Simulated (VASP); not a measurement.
Wanted: the native input for a VASP 6.6.1 run.

| Item | Value |
| --- | --- |
| Task | single point |
| Functional | PBE |
| Potentials or basis | VASP PAW PBE potentials, release 64 (Mo_sv) |
| Cutoff | 520 eV |
| k mesh | 22 × 22 × 22 |
| Occupations | gaussian, width 0.15 eV |
| Spin | no spin polarisation |
| Dipole correction | no |
| Further INCAR settings | ALGO = Fast; EDIFF = 1e-06; NBANDS = 13 |

The structure of Mo lies in POSCAR:

```
Mo
1.0
   -0.6824455752      1.6064880998      1.6064880998
    1.6064880998     -0.6824455752      1.6064880998
    1.6064880998      1.6064880998     -0.6824455752
Mo
1
Direct
    0.0000000000      0.0000000000      0.0000000000
```

The input as run:

INCAR

```
SYSTEM = Mo
PREC = Accurate ; ENCUT = 520
EDIFF = 1E-6 ; ISMEAR = 0
SIGMA = 0.15 ; LREAL = .FALSE.
LASPH = .TRUE. ; NELM = 60
ALGO = Fast ; ISIF = 2
LWAVE = .FALSE. ; LCHARG = .FALSE.
GGA = PE ; NBANDS = 13
```

KPOINTS

```
Automatic mesh
0
G
  22 22 22
  0 0 0
```

Potentials or basis: VASP PAW PBE potentials, release 64 (Mo_sv).

The run is started by

```bash
$ cat potpaw_PBE.64/Mo_sv/POTCAR > POTCAR
$ mpirun -np 1 vasp_std > vasp.out
```

Results of the run:

- Pressure: 95.6 GPa
- Band gap on the k mesh: zero (bands 7 and 8 overlap by 3.48 eV)

Caveat: the cell stands under pressure.

It took 52 s on 1 thread of AMD EPYC 9R45 96-Core Processor (Zen 5) (shared host), peak memory 0.23 GiB.
